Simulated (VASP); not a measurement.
A run of VASP 6.6.1 is set up as follows.

The input INCAR:

```
PREC     = Accurate       # precision mode
ENCUT    = 520            # plane-wave cutoff, eV
EDIFF    = 1E-6           # SCF threshold, eV
ISMEAR   = 0              # smearing method
SIGMA    = 0.01           # smearing width, eV
LREAL    = F              # projectors in reciprocal space
LASPH    = T              # aspherical terms in the spheres
NELM     = 100            # most SCF steps
ALGO     = Normal         # electronic algorithm
ISIF     = 2              # what is computed and relaxed
LWAVE    = F              # write WAVECAR
LCHARG   = T              # write CHGCAR
GGA      = PS             # functional
LELF     = T              # ELF
LVHAR    = T            
NBANDS   = 20             # bands
```

Contents of KPOINTS:

```
regular mesh
0
Gamma
  12 12 4
```

Contents of POSCAR:

```
SnSe2
1.0
    3.9100309997      0.0000000000      0.0000000000
   -1.9550154998      3.3861863663      0.0000000000
    0.0000000000      0.0000000000      6.2954474453
Sn Se
1 2
Direct
    0.0000000000      0.0000000000      0.0000000000
    0.3333333333      0.6666666667      0.2490000000
    0.6666666667      0.3333333333      0.7510000000
```

Potentials or basis: VASP PAW PBE potentials, release 64 (Sn_d, Se).

The run is started by

```sh
$ cat potpaw_PBE.64/Sn_d/POTCAR potpaw_PBE.64/Se/POTCAR > POTCAR
$ mpirun -np 1 vasp_std > vasp.out
```

Question: Predict the largest force.

Answer: 0.059 eV/Å.

Question: Estimate the pressure.

Answer: -2.3 GPa.

Question: What does it give for the band gap on the k mesh?

Answer: 0.62 eV, indirect (least direct gap 0.71 eV).

Forces on the atoms (eV/Å):
```
Sn   0.000  0.000  0.000
Se   0.000  0.000 -0.059
Se   0.000  0.000  0.059
```

Caveat: the PAW data sets were made with another functional, which shifts forces and pressure a little; spin-orbit coupling is left out, which moves the levels of the heavy elements; this functional lacks dispersion, which binds the layers, so the pressure and a relaxed spacing across them are unreliable. A k mesh can miss the band edges.
